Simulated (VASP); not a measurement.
Runs of VASP 6.6.1 on Ba. The structure is that of space group Im-3m (No. 229), or close to it. The cells are those of the table. 

| task | cell | k mesh for the DOS | occupations for the DOS | gap on the mesh (eV) | pressure (GPa) |
| --- | --- | --- | --- | --- | --- |
| single point | a = 3.335 Å, angles 109.5°, 1 atom | - | - | none | 23.0 |
| single point | a = 4.232 Å, angles 109.5°, 1 atom | - | - | none | 0.9 |
| single point | a = 4.352 Å, angles 109.5°, 1 atom | - | - | none | 0.0 |
| single point | a = 3.499 Å, angles 109.5°, 1 atom | - | - | none | (a) |

Alike in all rows: level PBE; potentials or basis VASP PAW PBE potentials, release 64 (Ba_sv); no spin polarisation; k mesh 11 × 11 × 11; cutoff (eV) 520; smearing fermi-dirac 0.08 eV.

Q: Fill in the values left out.

A: (a) 14.7.

Caveats: spin-orbit coupling is left out, which moves the levels of the heavy elements.

A k mesh can miss the band edges, and the runs leave out spin-orbit coupling on Ba.

A gap of «none» marks levels without a gap at the run's occupations.
